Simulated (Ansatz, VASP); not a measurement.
Mo3H2: VASP beside Ansatz

The input INCAR:

```
SYSTEM = Mo3H2
PREC = Accurate ; ENCUT = 600
EDIFF = 1E-6 ; ISMEAR = 0
SIGMA = 0.1 ; LREAL = .FALSE.
LASPH = .TRUE. ; NELM = 80
ALGO = Normal ; ISIF = 3
LWAVE = .FALSE. ; LCHARG = .FALSE.
GGA = PE ; IBRION = 2
NSW = 90 ; EDIFFG = -0.04
```

File KPOINTS:

```
Automatic mesh
0
G
  6 6 4
  0 0 0
```

Contents of POSCAR:

```
Mo3H2
1.0
    3.7257723490      0.0000000000      0.0000000000
   -1.8628861745      3.2266135029      0.0000000000
    0.0000000000      0.0000000000      4.4985265202
H Mo
2 3
Direct
    0.3333333333      0.6666666667      0.1380000000
    0.6666666667      0.3333333333      0.8620000000
    0.0000000000      0.0000000000      0.0000000000
    0.3333333333      0.6666666667      0.6250000000
    0.6666666667      0.3333333333      0.3750000000
```

Input for Ansatz:

```yaml
crystal:
  lattice:
    - [3.725772349, 0.0, 0.0]
    - [-1.8628861745, 3.2266135029, 0.0]
    - [0.0, 0.0, 4.4985265202]
  atoms:
    - { symbol: H, position: [0.3333333333, 0.6666666667, 0.138] }
    - { symbol: H, position: [0.6666666667, 0.3333333333, 0.862] }
    - { symbol: Mo, position: [0.0, 0.0, 0.0] }
    - { symbol: Mo, position: [0.3333333333, 0.6666666667, 0.625] }
    - { symbol: Mo, position: [0.6666666667, 0.3333333333, 0.375] }
basis:
  ecutwfc: 420
kpoints:
  mp_grid: { grid: [6, 6, 4] }
hamiltonian:
  xc: pbe
scf:
  occupations: { method: gaussian, width: 0.1 }
  lower_state_search: "off"
output:
  forces: true
  stress: true
  eigenvalues: true
relax:
  adjacent_minimum: "off"
  f_tol: 0.04
  max_steps: 70
  cell: { stress_tol: 0.4 }
```

Alike in both runs: task relaxation of cell and atoms; functional PBE; k mesh 6 × 6 × 4; occupations gaussian, width 0.1 eV; no spin polarisation.

|  | VASP | Ansatz |
| --- | --- | --- |
| version | VASP 6.6.1 | Ansatz 0.2.0 |
| potentials or method | VASP PAW PBE potentials, release 64 (H, Mo_sv), cutoff 600 eV | scalar-relativistic, plane waves, PAW |
| valence electrons in the cell | 44 | 44 |

```tsv
	VASP	Ansatz	Ansatz less VASP
gap on the k mesh at the Fermi level, each at its own relaxed structure (eV)	none	none	-
relaxed volume (Å³/atom)	11.08	11.05	-0.029
relaxed length of the cell vector where the two differ most in proportion (Å)	3.457	3.476	+0.0182
```

A gap of «none» marks a metal or a gap that the smearing closes.
